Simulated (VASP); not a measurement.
# MgO2 (R-3m) in VASP: a series of runs

MgO2 is run at these levels: r2SCAN; tasks: single point.

All numbers are computed with VASP 6.6.1; they aren't measurements. Logs are shortened: lines on timing, memory, paths and dates and some standing lists are left out, and cuts for length are marked.

### 1 The cell of the first run

Symmetry: R-3m, No. 166, trigonal system. The conventional cell has a = 3.210 Å, b = 3.210 Å, c = 10.482 Å, α = 90.00°, β = 90.00°, γ = 120.00°. Mg (site symmetry -3m) has 6 O at 2.11 Å within 2.8 Å. O (site symmetry 3m) has 1 O at 1.49 Å within 2.0 Å.

### 2 Single point, r2SCAN

POSCAR

```
MgO2
1.0
   -1.6047610160     -2.7795276138      0.0000000000
    1.6047610160     -2.7795276138      0.0000000000
    0.0000000000      0.0000000000     10.4819366247
Mg O
3 6
Direct
    0.0000000000      0.0000000000      0.0000000000
    0.3333333333      0.3333333333      0.3333333333
    0.6666666667      0.6666666667      0.6666666667
    1.0000000000      1.0000000000      0.4287860000
    0.3333333333      0.3333333333      0.7621193333
    0.6666666667      0.6666666667      0.0954526667
    1.0000000000      1.0000000000      0.5712140000
    0.3333333333      0.3333333333      0.9045473333
    0.6666666667      0.6666666667      0.2378806667
```

INCAR.step1

```
SYSTEM = MgO2
PREC     = Accurate       ! precision mode
ENCUT    = 660            ! plane-wave cutoff, eV
ISMEAR   = 0              ! smearing method
SIGMA    = 0.05           ! smearing width, eV
LREAL    = .FALSE.        ! projectors in reciprocal space
LASPH    = .TRUE.         ! aspherical terms in the spheres
NELM     = 120            ! most SCF steps
NBANDS   = 43             ! bands
GGA      = PE             ! functional
ALGO     = Normal         ! electronic algorithm
EDIFF    = 1E-5           ! SCF threshold, eV
LWAVE    = .TRUE.         ! write WAVECAR
LCHARG   = .FALSE.        ! write CHGCAR
GGA_COMPAT= .FALSE.
```

INCAR.step2

```
SYSTEM = MgO2
PREC     = Accurate       ! precision mode
ENCUT    = 660            ! plane-wave cutoff, eV
EDIFF    = 1E-6           ! SCF threshold, eV
ISMEAR   = 0              ! smearing method
SIGMA    = 0.05           ! smearing width, eV
LREAL    = .FALSE.        ! projectors in reciprocal space
LASPH    = .TRUE.         ! aspherical terms in the spheres
NELM     = 120            ! most SCF steps
ALGO     = Normal         ! electronic algorithm
ISIF     = 2              ! what is computed and relaxed
LWAVE    = .FALSE.        ! write WAVECAR
LCHARG   = .FALSE.        ! write CHGCAR
METAGGA  = R2SCAN         ! meta-GGA
LMIXTAU  = .TRUE.       
NBANDS   = 43             ! bands
ISTART   = 1            
GGA_COMPAT= .FALSE.
```

KPOINTS

```
Automatic mesh
0
G
  8 8 2
  0 0 0
```

Potentials or basis: VASP PAW PBE potentials, release 64 (Mg_sv, O).

Command:

```bash
> cat potpaw_PBE.64/Mg_sv/POTCAR potpaw_PBE.64/O/POTCAR > POTCAR
> cp INCAR.step1 INCAR
> mpirun -np 1 vasp_std > vasp.out
> cp INCAR.step2 INCAR
> mpirun -np 1 vasp_std > vasp.out
```

OUTCAR:

```text
SYSTEM = MgO2
   PREC = Accurate
   ENCUT = 660
   EDIFF = 1E-6
   ISMEAR = 0
   LREAL = .FALSE.
   LASPH = .TRUE.
   NELM = 120
   ISIF = 2
   METAGGA = R2SCAN
   ISTART = 1

 ion  position               nearest neighbor table
   1  0.000  0.000  0.000-   6 2.11   8 2.11   6 2.11   6 2.11   8 2.11   8 2.11
   2  0.333  0.333  0.333-   9 2.11   9 2.11   9 2.11   4 2.11   4 2.11   4 2.11
   3  0.667  0.667  0.667-   5 2.11   5 2.11   5 2.11   7 2.11   7 2.11   7 2.11
   4  0.000  0.000  0.429-   7 1.49   2 2.11   2 2.11   2 2.11
   5  0.333  0.333  0.762-   8 1.49   3 2.11   3 2.11   3 2.11
   6  0.667  0.667  0.095-   9 1.49   1 2.11   1 2.11   1 2.11
   7  0.000  0.000  0.571-   4 1.49   3 2.11   3 2.11   3 2.11
   8  0.333  0.333  0.905-   5 1.49   1 2.11   1 2.11   1 2.11
   9  0.667  0.667  0.238-   6 1.49   2 2.11   2 2.11   2 2.11

  LATTYP: Found a hexagonal cell.
 ALAT       =     3.2095220321
 C/A-ratio  =     3.2658871072

  Lattice vectors:

 A1 = (  -1.6047610160,   2.7795276138,   0.0000000000)
 A2 = (  -1.6047610160,  -2.7795276138,   0.0000000000)
 A3 = (   0.0000000000,   0.0000000000,  10.4819366247)

Analysis of symmetry for initial positions (statically):
=====================================================================
 Subroutine PRICEL returns following result:

  LATTYP: Found a trigonal (rhomboedric) cell.
 ALAT       =     3.9549419213
 COS(alpha) =     0.6707160927

  Lattice vectors:

 A1 = (  -1.6047610160,   0.9265092048,   3.4939788746)
 A2 = (   0.0000000000,  -1.8530184090,   3.4939788746)
 A3 = (   1.6047610160,   0.9265092042,   3.4939788756)

   3 primitive cells build up your supercell.

 Routine SETGRP: Setting up the symmetry group for a
 hexagonal supercell.

 Subroutine GETGRP returns: Found 12 space group operations
 (whereof 12 operations were pure point group operations)
 out of a pool of 24 trial point group operations.

The static configuration has the point symmetry D_3d.

Analysis of symmetry for dynamics (positions and initial velocities):
=====================================================================
 Subroutine PRICEL returns following result:

  LATTYP: Found a trigonal (rhomboedric) cell.
 ALAT       =     3.9549419213
 COS(alpha) =     0.6707160927

  Lattice vectors:

 A1 = (  -1.6047610160,   0.9265092048,   3.4939788746)
 A2 = (   0.0000000000,  -1.8530184090,   3.4939788746)
 A3 = (   1.6047610160,   0.9265092042,   3.4939788756)

   3 primitive cells build up your supercell.

 Routine SETGRP: Setting up the symmetry group for a
 hexagonal supercell.

 Subroutine GETGRP returns: Found 12 space group operations
 (whereof 12 operations were pure point group operations)
 out of a pool of 24 trial point group operations.

The dynamic configuration has the point symmetry D_3d.

 Subroutine INISYM returns: Found 12 space group operations
 (whereof 12 operations are pure point group operations),
 and found     3 'primitive' translations

----------------------------------------------------------------------------------------

                                     Primitive cell

  volume of cell :      31.1696

  direct lattice vectors                    reciprocal lattice vectors
    -1.604761016  0.926509205  3.493978875    -0.311572873  0.179886682  0.095402218
     0.000000000 -1.853018409  3.493978875    -0.000000000 -0.359773364  0.095402218
     1.604761016  0.926509204  3.493978876     0.311572873  0.179886682  0.095402218

  length of vectors
     3.954941921  3.954941921  3.954941922     0.372207545  0.372207545  0.372207545

  position of ions in fractional coordinates (direct lattice)
     0.000000000  0.000000000  0.000000000
     0.428786000  0.428786000  0.428786000
     0.571214000  0.571214000  0.571214000

  ion indices of the primitive-cell ions
   primitive index   ion index
                 1           1
                 2           4
                 3           7

----------------------------------------------------------------------------------------

 KPOINTS: Automatic mesh

Automatic generation of k-mesh.
 Grid dimensions read from file:
 generate k-points for:    8    8    2

 Generating k-lattice:

  Cartesian coordinates                     Fractional coordinates (reciprocal lattice)
    -0.038946609 -0.022485835  0.000000000     0.125000000  0.000000000  0.000000000
     0.038946609 -0.022485835  0.000000000     0.000000000  0.125000000  0.000000000
     0.000000000  0.000000000  0.047701109     0.000000000  0.000000000  0.500000000

  Length of vectors
     0.044971671  0.044971671  0.047701109

  Shift w.r.t. Gamma in fractional coordinates (k-lattice)
     0.000000000  0.000000000  0.000000000

 Subroutine IBZKPT returns following result:
 ===========================================

 Found     20 irreducible k-points:

 Following reciprocal coordinates:
            Coordinates               Weight
  0.000000  0.000000  0.000000      1.000000
  0.125000  0.000000  0.000000      6.000000
  0.250000  0.000000  0.000000      6.000000
  0.375000 -0.000000  0.000000      6.000000
  0.500000  0.000000  0.000000      3.000000
  0.250000  0.125000  0.000000      6.000000
[... 12 lines left out ...]
  0.500000  0.250000  0.500000      6.000000
 -0.375000  0.250000  0.500000      6.000000
   k-points           NKPTS =     20   k-points in BZ     NKDIM =     20   number of bands    NBANDS=     43
   number of dos      NEDOS =    301   number of ions     NIONS =      9
   total plane-waves  NPLWV =  70560
   dimension x,y,z NGX =    28 NGY =   28 NGZ =   90
   dimension x,y,z NGXF=    56 NGYF=   56 NGZF=  180
   ions per type =               3   6
   NGX,Y,Z   is equivalent  to a cutoff of  14.50, 14.50, 14.27 a.u.
   NGXF,Y,Z  is equivalent  to a cutoff of  29.01, 29.01, 28.55 a.u.
 SYSTEM =  MgO2
   PREC   = accura    normal or accurate (medium, high low for compatibility)
   ISTART =      1    job   : 0-new  1-cont  2-samecut
   ICHARG =      0    charge: 1-file 2-atom 10-const
   ISPIN  =      1    spin polarized calculation?
   LNONCOLLINEAR =      F non collinear calculations
   LSORBIT =      F    spin-orbit coupling
   LASPH  =      T    aspherical Exc in radial PAW
   ENCUT  =  660.0 eV  48.51 Ry    6.96 a.u.   6.72  6.72 21.96*2*pi/ulx,y,z
   NELM   =    120;   NELMIN=  2; NELMDL=  0     # of ELM steps
   EDIFF  = 0.1E-05   stopping-criterion for ELM
   LREAL  =      F    real-space projection
   EDIFFG = 0.1E-04   stopping-criterion for IOM
   NSW    =      0    number of steps for IOM
   IBRION =     -1    ionic relax: 0-MD 1-quasi-New 2-CG
   NFREE  =      0    steps in history (QN), initial steepest desc. (CG)
   ISIF   =      2    stress and relaxation
   ISYM   =      2    0-nonsym 1-usesym 2-fastsym
   POTIM  = 0.5000    time-step for ionic-motion
   TEBEG  =    0.0;   TEEND  =   0.0 temperature during run
   PSTRESS=    0.0 pullay stress
   NELECT =      66.0000    total number of electrons
   NUPDOWN=      -1.0000    fix difference up-down
   EMIN   =  10.00;   EMAX   =-10.00  energy-range for DOS
   EFERMI =   0.00;   METHOD = LEGACY
   ISMEAR =     0;   SIGMA  =   0.05  broadening in eV -4-tet -1-fermi 0-gaus
   EFERMI_NEDOS =   21; number of points for ismear=-14 and -15
   IALGO  =     38    algorithm
   IMIX   =      4    mixing-type and parameters
     AMIX     =   0.40;   BMIX     =  1.00
     AMIX_MAG =   1.60;   BMIX_MAG =  1.00
  volume/ion in A,a.u.               =      10.39        70.11
  Fermi-wavevector in a.u.,A,eV,Ry     =   1.457601  2.754466 28.906928  2.124599
  Thomas-Fermi vector in A             =   2.574383
   LORBIT       =      0    0 simple, 1 ext, 2 COOP (PROOUT), +10 PAW based schemes
   METAGGA = R2SCAN    functional components
   LHFCALC =     F    Hartree Fock is set to
   AEXX    =    0.0000 exact exchange contribution
   IVDW    =     0    specifies the selected vdW correction
   LEPSILON=     F    determine dielectric tensor
   LRPA    =     F    only Hartree local field effects (RPA)
 non-spin polarized calculation
 Gauss-broadening in eV      SIGMA  =   0.05
  energy-cutoff  :      660.00
  volume of cell :       93.51
 maximum number of plane-waves:      3644
   NGX = 13   NGY = 13   NGZ = 43

 number of electron      65.9999999 magnetization

 Free energy of the ion-electron system (eV)
  ---------------------------------------------------
  ext. energy  EPLUGINS =         0.00000000
  ---------------------------------------------------
  free energy    TOTEN  =       -64.74271197 eV

  energy without entropy =      -64.74271197  energy(sigma->0) =      -64.74271197

 E-fermi :   2.4919     XC(G=0): -11.0163

 val. band max:        2.0711147870   @ k =   0.0000   0.0000   0.5000
 cond. band min:       5.0041304822   @ k =   0.0000   0.0000   0.5000
 fundamental gap:      2.9330156952
 Fermi energy:         2.4919326987

 k-point     1 :       0.0000    0.0000    0.0000
  band No.  band energies     occupation
      1     -74.1120      2.00000
      2     -74.1120      2.00000
      3     -74.1119      2.00000
      4     -39.2540      2.00000
      5     -39.2533      2.00000
      6     -39.2507      2.00000
[... 35 lines left out ...]
     42      15.2432      0.00000
     43      17.3117      0.00000

 k-point     2 :       0.1250    0.0000    0.0000
  band No.  band energies     occupation
      1     -74.1117      2.00000
      2     -74.1117      2.00000
      3     -74.1116      2.00000
      4     -39.2531      2.00000
      5     -39.2524      2.00000
      6     -39.2501      2.00000
[... 35 lines left out ...]
     42      15.5796      0.00000
     43      15.8737      0.00000

 k-point     3 :       0.2500    0.0000    0.0000
  band No.  band energies     occupation
      1     -74.1110      2.00000
      2     -74.1110      2.00000
      3     -74.1109      2.00000
      4     -39.2508      2.00000
      5     -39.2501      2.00000
      6     -39.2483      2.00000
[... 735 lines left out ...]
      6     -39.2463      2.00000
[... 35 lines left out ...]
     42      13.2859      0.00000
     43      15.3631      0.00000

 k-point    20 :      -0.3750    0.2500    0.5000
  band No.  band energies     occupation
      1     -74.1098      2.00000
      2     -74.1098      2.00000
      3     -74.1098      2.00000
      4     -39.2471      2.00000
      5     -39.2464      2.00000
      6     -39.2459      2.00000
[... 35 lines left out ...]
     42      13.3885      0.00000
     43      16.1120      0.00000

------------------------ aborting loop because EDIFF is reached ----------------------------------------

  FORCE on cell =-STRESS in cart. coord.  units (eV):
  Direction    XX          YY          ZZ          XY          YZ          ZX
  --------------------------------------------------------------------------------------
  -------------------------------------------------------------------------------------
  Total       -3.0987819     -3.0987819     -3.0813227      0.0000000     -0.0000000      0.0000000
  in kB      -53.0943984    -53.0943984    -52.7952533      0.0000000     -0.0000000      0.0000000
  external PRESSURE =     -52.9946833 kB  Pullay stress =       0.0000000 kB

 VOLUME and BASIS-vectors are now :
 -----------------------------------------------------------------------------
  energy-cutoff  :      660.00
  volume of cell :       93.51
      direct lattice vectors                 reciprocal lattice vectors
    -1.604761016 -2.779527614  0.000000000    -0.311572873 -0.179886682  0.000000000
     1.604761016 -2.779527614  0.000000000     0.311572873 -0.179886682  0.000000000
     0.000000000  0.000000000 10.481936625     0.000000000  0.000000000  0.095402218

 POSITION                                       TOTAL-FORCE (eV/Angst)
 -----------------------------------------------------------------------------------
      0.00000      0.00000      0.00000        -0.000000      0.000000     -0.000000
      0.00000     -1.85302      3.49398        -0.000000      0.000000     -0.000000
      0.00000     -3.70604      6.98796        -0.000000      0.000000     -0.000000
      0.00000      0.00000      4.49451         0.000000     -0.000000      0.027779
      0.00000     -1.85302      7.98849         0.000000     -0.000000      0.027779
      0.00000     -3.70604      1.00053         0.000000     -0.000000      0.027779
      0.00000      0.00000      5.98743        -0.000000      0.000000     -0.027779
      0.00000     -1.85302      9.48141        -0.000000      0.000000     -0.027779
      0.00000     -3.70604      2.49345        -0.000000      0.000000     -0.027779
 -----------------------------------------------------------------------------------
    total drift:                               -0.000000      0.000000     -0.000000

  FREE ENERGIE OF THE ION-ELECTRON SYSTEM (eV)
  ---------------------------------------------------
  free  energy   TOTEN  =       -64.7427119652 eV

  energy  without entropy=      -64.7427119652  energy(sigma->0) =      -64.74271197
```

Run time: 16 min. Hardware: 1 thread of AMD EPYC, shared host; peak memory 0.28 GiB.

Results:

* Free energy: -64.7427 eV
* Pressure: -5.3 GPa
* Largest force: 0.028 eV/Å
* Band gap on the k mesh: 2.93 eV

Forces in eV/Å, atoms in the order of the input:
```
Mg   0.000  0.000  0.000
Mg   0.000  0.000  0.000
Mg   0.000  0.000  0.000
O    0.000  0.000  0.028
O    0.000  0.000  0.028
O    0.000  0.000  0.028
O    0.000  0.000 -0.028
O    0.000  0.000 -0.028
O    0.000  0.000 -0.028
```

Levels at points of the mesh, in eV from the valence-band top:
| k point | band 31 | band 32 | band 33 | band 34 | band 35 | band 36 |
| --- | --- | --- | --- | --- | --- | --- |
| (0.00, 0.00, 0.00) | -0.19 | -0.19 | -0.19 | 3.38 | 3.38 | 5.32 |
| (0.50, 0.00, 0.00) | -0.94 | -0.94 | -0.14 | 4.19 | 4.80 | 4.80 |
| (0.00, 0.00, 0.50) | -0.59 | 0.00 | 0.00 | 2.93 | 4.31 | 4.31 |
| (0.50, 0.00, 0.50) | -1.11 | -0.39 | -0.39 | 4.45 | 4.45 | 4.88 |

Caveat: the cell stands under tension; the PAW data sets were made with another functional, which shifts forces and pressure a little. A k mesh can miss the band edges.

(Part 1 of 2 ends here.)
